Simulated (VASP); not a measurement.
Input of a VASP 6.6.1 run:

The input INCAR:

```
SYSTEM = CdSe
ALGO = Normal
EDIFF = 1E-7
ENCUT = 520
GGA = CA
ISIF = 2
ISMEAR = -1
LASPH = .TRUE.
LCHARG = .FALSE.
LREAL = .FALSE.
LWAVE = .FALSE.
NBANDS = 16
NELM = 60
PREC = Accurate
SIGMA = 0.1
```

The input KPOINTS:

```
k-points
0
G
  6 6 6
  0 0 0
```

POSCAR

```
CdSe
1.0
    0.0000000000      2.8739580000      2.8739580000
    2.8739580000      0.0000000000      2.8739580000
    2.8739580000      2.8739580000      0.0000000000
Cd Se
1 1
Direct
    0.0000000000      0.0000000000      0.0000000000
    0.5000000000      0.5000000000      0.5000000000
```

Potentials or basis: VASP PAW LDA potentials, release 64 (Cd, Se).

Run with:

```console
$ cat potpaw_LDA.64/Cd/POTCAR potpaw_LDA.64/Se/POTCAR > POTCAR
$ mpirun -np 1 vasp_std > vasp.out
```

Task: What does it give for the band gap on the k mesh?

Result: Zero (band 9 reaches 2.13 eV, above the bottom of band 10 at 1.52 eV).

Task: What does it give for the pressure?

Result: -5.5 GPa.
